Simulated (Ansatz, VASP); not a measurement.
# Ba in VASP and in Ansatz

```
Ba
1.0
     3.34347   -2.53221    0.00000
     3.34347    2.53221    0.00000
     0.00000    0.00000    7.44651
Ba
2
Direct
  0.75273 0.24727 0.25000
  0.24727 0.75273 0.75000
```

Alike in both runs: task single point; functional PBE; k mesh 10 × 10 × 6; occupations gaussian, width 0.1 eV; no spin polarisation.

|  | VASP | Ansatz |
| --- | --- | --- |
| version | VASP 6.6.1 | Ansatz 0.2.0 |
| potentials or method | VASP PAW PBE potentials, release 64 (Ba_sv), cutoff 520 eV | scalar-relativistic, plane waves, PAW |
| valence electrons in the cell | 20 | 20 |

VASP gave:

```
gap on the k mesh at the Fermi level (eV)                     : none
pressure (GPa)                                                : 0.1
traceless stress, the component that is largest in VASP (GPa) : -1.12
rms of the force components (eV/Å)                            : 0.008
```

Question: What did Ansatz give for the same quantities?

Answer: gap on the k mesh at the Fermi level (eV): none; pressure (GPa): 0.0; traceless stress, the component that is largest in VASP (GPa): -1.11; rms of the force components (eV/Å): 0.008.

Atom by atom the forces differ by 0.000 eV/Å (rms over components). A gap of «none» marks a metal or a gap that the smearing closes. The functional is the same, so the differences come from potentials, cutoffs and numerics.

Neither program's run includes spin-orbit coupling.
